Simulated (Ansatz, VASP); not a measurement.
Two plane-wave programs on BaTiO3

```
CELL_PARAMETERS angstrom
3.90579 0.00000 0.00000
0.00000 2.78016 2.84515
0.00000 -2.78016 2.84515
ATOMIC_POSITIONS crystal
Ba 0.00000 0.00000 0.00000
Ti 0.50000 0.51240 0.51240
O 0.50000 0.99184 0.50524
O 0.50000 0.50524 0.99184
O 0.00000 0.48740 0.48740
```

Alike in both runs: task single point; functional PBE; k mesh 6 × 6 × 6; occupations fermi-dirac, width 0.05 eV; no spin polarisation.

|  | VASP | Ansatz |
| --- | --- | --- |
| version | VASP 6.6.1 | Ansatz 0.2.0 |
| potentials or method | VASP PAW PBE potentials, release 64 (Ba_sv, Ti_sv, O) | Ansatz PAW |
| plane-wave cutoff (eV) | 520 | 420 |
| valence electrons in the cell | 40 | 40 |

Ansatz gave:

* gap on the k mesh at the Fermi level (eV): 1.95
* least direct gap on the mesh (eV): 2.04
* pressure (GPa): 10.0
* traceless stress, the component that is largest in VASP (GPa): -3.74
* rms of the force components (eV/Å): 0.106

Task: Estimate VASP's values.

Result: gap on the k mesh at the Fermi level (eV): 1.88; least direct gap on the mesh (eV): 2.01; pressure (GPa): 12.0; traceless stress, the component that is largest in VASP (GPa): -3.84; rms of the force components (eV/Å): 0.109.

Atom by atom the forces differ by 0.014 eV/Å (rms over components).

Neither program's run includes spin-orbit coupling.
